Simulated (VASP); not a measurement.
A run of VASP 6.6.1 is set up as follows.

The input INCAR:

```
SYSTEM = BiTe
PREC     = Accurate       ! precision mode
ENCUT    = 520            ! plane-wave cutoff, eV
EDIFF    = 1E-7           ! SCF threshold, eV
ISMEAR   = -1             ! smearing method
SIGMA    = 0.05           ! smearing width, eV
LREAL    = .FALSE.        ! projectors in reciprocal space
LASPH    = .TRUE.         ! aspherical terms in the spheres
NELM     = 100            ! most SCF steps
ALGO     = Normal         ! electronic algorithm
ISIF     = 2              ! what is computed and relaxed
LWAVE    = .FALSE.        ! write WAVECAR
LCHARG   = .TRUE.         ! write CHGCAR
GGA      = PS             ! functional
LELF     = .TRUE.         ! ELF
LVHAR    = .TRUE.       
NBANDS   = 18             ! bands
```

KPOINTS

```
regular mesh
0
G
  7 7 7
  0 0 0
```

The input POSCAR:

```
BiTe
1.0
    0.0000000000      2.9053546577      2.9053546577
    2.9053546577      0.0000000000      2.9053546577
    2.9053546577      2.9053546577      0.0000000000
Bi Te
1 1
Direct
    0.0000000000      0.0000000000      0.0000000000
    0.5000000000      0.5000000000      0.5000000000
```

Potentials or basis: VASP PAW PBE potentials, release 64 (Bi_d, Te).

Run with:

```sh
$ cat potpaw_PBE.64/Bi_d/POTCAR potpaw_PBE.64/Te/POTCAR > POTCAR
$ mpirun -np 1 vasp_std > vasp.out
```

(1) Estimate the pressure.

Results:

(1) 30.1 GPa.

Caveat: the PAW data sets were made with another functional, which shifts forces and pressure a little.
